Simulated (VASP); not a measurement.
Input of a VASP 6.6.1 run:

File INCAR:

```
PREC = Accurate
ENCUT = 520
EDIFF = 1E-7
ISMEAR = -1
SIGMA = 0.08
LREAL = F
LASPH = T
NELM = 100
ALGO = Normal
ISIF = 2
LWAVE = F
LCHARG = F
GGA = PE
NBANDS = 28
```

The input KPOINTS:

```
regular mesh
0
Gamma
  7 7 7
```

File POSCAR:

```
BaTiO3
1.0
    4.0524349834      0.0000000000      0.0000000000
    0.0000000000      4.0524349834      0.0000000000
    0.0000000000      0.0000000000      4.0708744846
Ba Ti O
1 1 3
Direct
    0.0000000000      0.0000000000      0.0000000000
    0.5000000000      0.5000000000      0.4820000000
    0.5000000000      0.5000000000      0.0160000000
    0.5000000000      0.0000000000      0.5150000000
    0.0000000000      0.5000000000      0.5150000000
```

Potentials or basis: VASP PAW PBE potentials, release 64 (Ba_sv, Ti_sv, O).

The run is started by

```sh
$ cat potpaw_PBE.64/Ba_sv/POTCAR potpaw_PBE.64/Ti_sv/POTCAR potpaw_PBE.64/O/POTCAR > POTCAR
$ mpirun -np 1 vasp_std > vasp.out
```

(1) Estimate the pressure.

(2) What does it give for the largest force?

Answers

(1) -2.0 GPa.

(2) 0.579 eV/Å.
